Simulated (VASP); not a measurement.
# CoSi2 (P6/mmm) in VASP: further runs, part 2 of 2

VASP 6.6.1. Earlier steps stand in the parts before.

## (4) Single point, PBEsol, collinear spin (12.36 Å³/atom)

This run uses another cell than the first one, of 12.36 Å³/atom.

Input file INCAR:

```
SYSTEM = CoSi2
  ALGO = Normal
  EDIFF = 1E-6
  ENCUT = 520
  GGA = PS
  ISIF = 2
  ISMEAR = 0
  ISPIN = 2
  LASPH = .TRUE.
  LCHARG = .FALSE.
  LMAXMIX = 4
  LORBIT = 11
  LREAL = .FALSE.
  LWAVE = .FALSE.
  MAGMOM = 0.05 0 0
  NBANDS = 20
  NELM = 150
  PREC = Accurate
  SIGMA = 0.05
```

Input file KPOINTS:

```
k-points
0
G
  10 10 12
  0 0 0
```

Input file POSCAR:

```
CoSi2
1.0
    4.1508541394      0.0000000000      0.0000000000
   -2.0754270697      3.5947451321      0.0000000000
    0.0000000000      0.0000000000      2.4856333149
Co Si
1 2
Direct
    0.0000000000      0.0000000000      0.0000000000
    0.3333333333      0.6666666667      0.5000000000
    0.6666666667      0.3333333333      0.5000000000
```

Potentials or basis: VASP PAW PBE potentials, release 64 (Co, Si).

Command:

```sh
$ cat potpaw_PBE.64/Co/POTCAR potpaw_PBE.64/Si/POTCAR > POTCAR
$ mpirun -np 1 vasp_std > vasp.out
```

OUTCAR:

```text
SYSTEM = CoSi2
   EDIFF = 1E-6
   ENCUT = 520
   GGA = PS
   ISIF = 2
   ISMEAR = 0
   ISPIN = 2
   LASPH = .TRUE.
   LORBIT = 11
   LREAL = .FALSE.
   NELM = 150
   PREC = Accurate

 ion  position               nearest neighbor table
   1  0.000  0.000  0.000-   2 2.70   3 2.70   2 2.70   3 2.70   2 2.70   2 2.70   3 2.70   3 2.70
                             3 2.70   3 2.70   2 2.70   2 2.70
   2  0.333  0.667  0.500-   3 2.40   3 2.40   3 2.40   1 2.70   1 2.70   1 2.70   1 2.70   1 2.70
                             1 2.70
   3  0.667  0.333  0.500-   2 2.40   2 2.40   2 2.40   1 2.70   1 2.70   1 2.70   1 2.70   1 2.70
                             1 2.70

  LATTYP: Found a hexagonal cell.
 ALAT       =     4.1508541394
 C/A-ratio  =     0.5988245386

[... 1332 lines left out ...]
      direct lattice vectors                 reciprocal lattice vectors
     4.150854139  0.000000000  0.000000000     0.240914271  0.139091919  0.000000000
    -2.075427070  3.594745132  0.000000000     0.000000000  0.278183839  0.000000000
     0.000000000  0.000000000  2.485633315     0.000000000  0.000000000  0.402311956

 POSITION                                       TOTAL-FORCE (eV/Angst)
 -----------------------------------------------------------------------------------
      0.00000      0.00000      0.00000         0.000000      0.000000      0.000000
     -0.00000      2.39650      1.24282        -0.000000      0.000000      0.000000
      2.07543      1.19825      1.24282         0.000000     -0.000000      0.000000
 -----------------------------------------------------------------------------------
    total drift:                                0.000000     -0.000000      0.000000

  FREE ENERGIE OF THE ION-ELECTRON SYSTEM (eV)
  ---------------------------------------------------
  free  energy   TOTEN  =       -18.5630635638 eV

  energy  without entropy=      -18.5585894091  energy(sigma->0) =      -18.56082649

 total charge

# of ion       s       p       d       tot
------------------------------------------
    1        0.368   0.398   7.468   8.235
    2        0.778   0.843   0.000   1.621
    3        0.778   0.843   0.000   1.621
--------------------------------------------------
tot          1.925   2.083   7.468  11.477

 magnetization (x)

# of ion       s       p       d       tot
------------------------------------------
    1        0.000   0.000   0.001   0.001
    2        0.000   0.000   0.000   0.000
    3        0.000   0.000   0.000   0.000
--------------------------------------------------
tot          0.000   0.000   0.001   0.001
```

OSZICAR:

```text
N       E                     dE             d eps       ncg     rms          rms(c)
DAV:   1     0.624563875984E+02    0.62456E+02   -0.64050E+03  7880   0.815E+02
DAV:   2    -0.163910651741E+02   -0.78847E+02   -0.69684E+02  8208   0.183E+02
[... 13 lines left out ...]
DAV:  16    -0.185632034560E+02    0.20526E-03   -0.26901E-04  8920   0.281E-01    0.644E-02
DAV:  17    -0.185632276241E+02   -0.24168E-04   -0.26602E-03  9100   0.842E-01    0.770E-02
DAV:  18    -0.185631443331E+02    0.83291E-04   -0.25103E-04 11320   0.204E-01    0.539E-02
DAV:  19    -0.185630629255E+02    0.81408E-04   -0.24467E-04  9032   0.268E-01    0.166E-02
DAV:  20    -0.185630639267E+02   -0.10012E-05   -0.26366E-05 11796   0.429E-02    0.983E-03
DAV:  21    -0.185630635638E+02    0.36290E-06   -0.33262E-06  7844   0.275E-02
   1 F= -.18563064E+02 E0= -.18560826E+02  d E =-.447415E-02  mag=     0.0008
```

stdout:

```text
POSCAR found type information on POSCAR CoSi
 POSCAR found :  2 types and       3 ions
 scaLAPACK will be used
 -----------------------------------------------------------------------------
|                                                                             |
|                                                                             |
|     You enforced a specific xc type in the INCAR file but a different       |
|     I HOPE YOU KNOW WHAT YOU ARE DOING!                                     |
|                                                                             |
 -----------------------------------------------------------------------------

 LDA part: xc-table for (Slater+PW92), standard interpolation
 POSCAR, INCAR and KPOINTS ok, starting setup
 FFT: planning ... GRIDC
 FFT: planning ... GRID_SOFT
 FFT: planning ... GRID
 WAVECAR not read
 entering main loop
```

Wall time 3.2 min (1 thread of Intel Xeon 8259CL, shared host); peak memory 0.24 GiB.

Results:

* Free energy: -18.5631 eV
* Pressure: -2.9 GPa
* Net moment: 0.00 μB per cell
* Valence electrons inside the program's atomic spheres: Co 8.23; Si 1.62

Levels at points of the mesh, in eV from the Fermi level:
Spin up:
| k point | band 6 | band 7 | band 8 | band 9 | band 10 | band 11 |
| --- | --- | --- | --- | --- | --- | --- |
| (0.00, 0.00, 0.00) | -1.78 | -1.78 | -0.51 | -0.51 | 0.41 | 0.41 |
| (0.50, 0.00, 0.00) | -2.08 | -0.61 | -0.53 | -0.08 | 4.41 | 5.36 |
| (0.00, 0.00, 0.50) | -1.98 | -0.79 | -0.79 | -0.39 | 0.52 | 3.01 |
| (0.50, 0.00, 0.50) | -1.34 | -1.32 | -0.53 | 0.55 | 0.81 | 0.85 |
Spin down:
```csv
k point,band 5,band 6,band 7,band 8,band 9,band 10,band 11,band 12
"(0.00, 0.00, 0.00)",-3.14,-1.78,-1.78,-0.51,-0.51,0.41,0.41,3.42
"(0.50, 0.00, 0.00)",-2.35,-2.08,-0.61,-0.53,-0.07,4.41,5.36,5.47
"(0.00, 0.00, 0.50)",-1.98,-1.98,-0.79,-0.79,-0.39,0.52,3.01,5.22
"(0.50, 0.00, 0.50)",-4.24,-1.34,-1.32,-0.53,0.55,0.82,0.85,1.58
```

Caveat: the PAW data sets were made with another functional, which shifts forces and pressure a little.

## (5) Single point, PBEsol, collinear spin, ferromagnetic start (12.61 Å³/atom)

This run uses another cell than the first one, of 12.61 Å³/atom.

Input file INCAR:

```
ALGO = Normal
EDIFF = 1E-6
ENCUT = 520
GGA = PS
ISIF = 2
ISMEAR = 0
ISPIN = 2
LASPH = True
LCHARG = False
LMAXMIX = 4
LORBIT = 11
LREAL = False
LWAVE = False
MAGMOM = 0.27 0 0
NBANDS = 20
NELM = 150
PREC = Accurate
SIGMA = 0.05
```

Input file KPOINTS:

```
k-points
0
Gamma
  10 10 12
```

Input file POSCAR:

```
CoSi2
1.0
    4.1785237362      0.0000000000      0.0000000000
   -2.0892618681      3.6187077058      0.0000000000
    0.0000000000      0.0000000000      2.5009178528
Co Si
1 2
Direct
    0.0000000000      0.0000000000      0.0000000000
    0.3333333333      0.6666666667      0.5000000000
    0.6666666667      0.3333333333      0.5000000000
```

Command:

```sh
$ cat potpaw_PBE.64/Co/POTCAR potpaw_PBE.64/Si/POTCAR > POTCAR
$ mpirun -np 1 vasp_std > vasp.out
```

It took 2.4 min on 1 thread of Intel Xeon 8259CL, shared host; peak memory 0.25 GiB.

Results (log left out):

```yaml
Free_energy: -18.5449 eV
Pressure: -5.6 GPa
Net_moment: 0.28 μB per cell
Site_moments: Co +0.24; Si +0.01 μB
Valence_electrons_inside_the_program's_atomic_spheres: Co 8.20; Si 1.61
```

Stress tensor (GPa, compression positive):
```
-5.55  0.00  0.00
 0.00 -5.55  0.00
 0.00  0.00 -5.65
```

Levels at points of the mesh, in eV from the Fermi level:
Spin up:
```csv
k point,band 5,band 6,band 7,band 8,band 9,band 10,band 11,band 12,band 13,band 14
"(0.00, 0.00, 0.00)",-3.15,-1.72,-1.72,-0.60,-0.60,0.29,0.29,3.27,7.27,8.94
"(0.50, 0.00, 0.00)",-2.39,-2.13,-0.69,-0.62,-0.21,4.34,5.35,5.37,6.55,9.27
"(0.00, 0.00, 0.50)",-2.02,-2.02,-0.79,-0.79,-0.41,0.38,2.76,5.17,5.17,5.53
"(0.50, 0.00, 0.50)",-4.18,-1.40,-1.40,-0.63,0.42,0.73,0.81,1.63,3.80,8.41
```
Spin down:
| k point | band 4 | band 5 | band 6 | band 7 | band 8 | band 9 | band 10 | band 11 | band 12 | band 13 |
| --- | --- | --- | --- | --- | --- | --- | --- | --- | --- | --- |
| (0.00, 0.00, 0.00) | -4.47 | -2.98 | -1.71 | -1.71 | -0.39 | -0.39 | 0.53 | 0.53 | 3.37 | 7.29 |
| (0.50, 0.00, 0.00) | -5.03 | -2.19 | -1.90 | -0.49 | -0.41 | 0.04 | 4.37 | 5.37 | 5.43 | 6.63 |
| (0.00, 0.00, 0.50) | -3.03 | -1.80 | -1.80 | -0.75 | -0.75 | -0.38 | 0.62 | 2.79 | 5.26 | 5.26 |
| (0.50, 0.00, 0.50) | -4.98 | -4.10 | -1.19 | -1.14 | -0.44 | 0.65 | 0.82 | 0.86 | 1.65 | 3.90 |

Caveat: the cell stands under tension; the PAW data sets were made with another functional, which shifts forces and pressure a little.

## (6) Summary

```tsv
spin	cell	gap on the mesh (eV)	pressure (GPa)	moment (μB)
collinear	a = 4.088, b = 4.088, c = 2.463 Å, angles 90.0, 90.0, 120.0°, 3 atoms	none	3.5	0.00
collinear	a = 4.118, b = 4.118, c = 2.476 Å, angles 90.0, 90.0, 120.0°, 3 atoms	none	0.1	0.05
collinear	a = 4.151, b = 4.151, c = 2.486 Å, angles 90.0, 90.0, 120.0°, 3 atoms	none	-2.9	0.00
collinear, ferromagnetic start	a = 4.179, b = 4.179, c = 2.501 Å, angles 90.0, 90.0, 120.0°, 3 atoms	none	-5.6	0.28
```

Alike in all rows: task single point; level PBEsol; potentials or basis VASP PAW PBE potentials, release 64 (Co, Si); k mesh 10 × 10 × 12; cutoff (eV) 520; smearing gaussian 0.05 eV.

Caveats: the PAW data sets were made with another functional, which shifts forces and pressure a little; the cell stands under pressure (at least some runs); the cell stands under tension (at least some runs).

Total energies depend on the potentials used, so only differences within one code and one set of settings carry meaning.
